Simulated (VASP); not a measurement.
Here is a VASP 6.6.1 calculation.

File INCAR:

```
  PREC = Accurate
  ENCUT = 520
  EDIFF = 1E-7
  ISMEAR = 0
  SIGMA = 0.1
  LREAL = F
  LASPH = T
  NELM = 100
  ALGO = Fast
  ISIF = 2
  LWAVE = F
  LCHARG = T
  GGA = PE
  LELF = T
  LVHAR = T
  NBANDS = 82
```

File KPOINTS:

```
Automatic mesh
0
Gamma
  6 6 8
```

POSCAR

```
AlCu6
1.0
    6.8449140903      0.0000000000      0.0000000000
   -3.4224570452      5.9278694889      0.0000000000
    0.0000000000      0.0000000000      4.2328484016
Al Cu
2 12
Direct
    0.6666666667      0.3333333333      0.7500000000
    0.3333333333      0.6666666667      0.2500000000
    0.3794855928      0.4746661942      0.7500000000
    0.9536100869      0.1903076184      0.7500000000
    0.5253338058      0.9048193986      0.7500000000
    0.2366975315      0.0463899131      0.7500000000
    0.0951806014      0.6205144072      0.7500000000
    0.8096923816      0.7633024685      0.7500000000
    0.9048193986      0.3794855928      0.2500000000
    0.7633024685      0.9536100869      0.2500000000
    0.4746661942      0.0951806014      0.2500000000
    0.1903076184      0.2366975315      0.2500000000
    0.0463899131      0.8096923816      0.2500000000
    0.6205144072      0.5253338058      0.2500000000
```

Potentials or basis: VASP PAW PBE potentials, release 64 (Al, Cu).

Command:

```console
$ cat potpaw_PBE.64/Al/POTCAR potpaw_PBE.64/Cu/POTCAR > POTCAR
$ mpirun -np 1 vasp_std > vasp.out
```

(1) What does it give for the pressure?

(2) Predict the band gap on the k mesh.

(3) Estimate the largest force.

Answers

(1) 0.5 GPa.

(2) zero (bands 69 and 70 overlap by 3.08 eV).

(3) 0.006 eV/Å.
